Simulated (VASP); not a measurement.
K3OF: single point with PBE

K3OF:

```
F O K
1.0
     5.02446    0.00000    0.00000
     0.00000    5.02446    0.00000
     0.00000    0.00000    5.02446
F O K
1 1 3
Direct
  0.00000 0.00000 0.00000
  0.50000 0.50000 0.50000
  0.50000 0.50000 0.00000
  0.50000 0.00000 0.50000
  0.00000 0.50000 0.50000
```

This cell differs from its parent crystal: volume changed by -6%.

```yaml
Program: VASP 6.6.1
Task: single point
Functional: PBE
Potentials_or_basis: VASP PAW PBE potentials, release 64 (F, O, K_sv)
Cutoff: 520 eV
k_mesh: 4 × 4 × 4
Occupations: gaussian, width 0.01 eV
Spin: no spin polarisation
```

- Pressure: 1.5 GPa
- Band gap on the k mesh: 0.87 eV, direct

Levels at points of the mesh, in eV from the valence-band top:
| k point | band 16 | band 17 | band 18 | band 19 | band 20 | band 21 | band 22 | band 23 | band 24 | band 25 |
| --- | --- | --- | --- | --- | --- | --- | --- | --- | --- | --- |
| (0.00, 0.00, 0.00) | -3.16 | -3.16 | 0.00 | 0.00 | 0.00 | 0.87 | 3.75 | 3.75 | 4.86 | 4.86 |
| (0.50, 0.00, 0.00) | -3.18 | -3.18 | -0.96 | -0.12 | -0.12 | 2.63 | 2.89 | 4.92 | 5.36 | 5.50 |
| (0.50, 0.50, 0.00) | -3.27 | -3.20 | -1.05 | -1.05 | -0.23 | 3.83 | 4.07 | 4.07 | 5.45 | 5.77 |
| (0.50, 0.50, 0.50) | -3.21 | -3.21 | -1.20 | -1.20 | -1.20 | 3.66 | 4.95 | 4.95 | 4.95 | 5.49 |

Run time: 20 s on 1 thread of Intel(R) Xeon(R) 6975P-C (Granite Rapids), with other jobs on the host, peak memory 0.24 GiB.
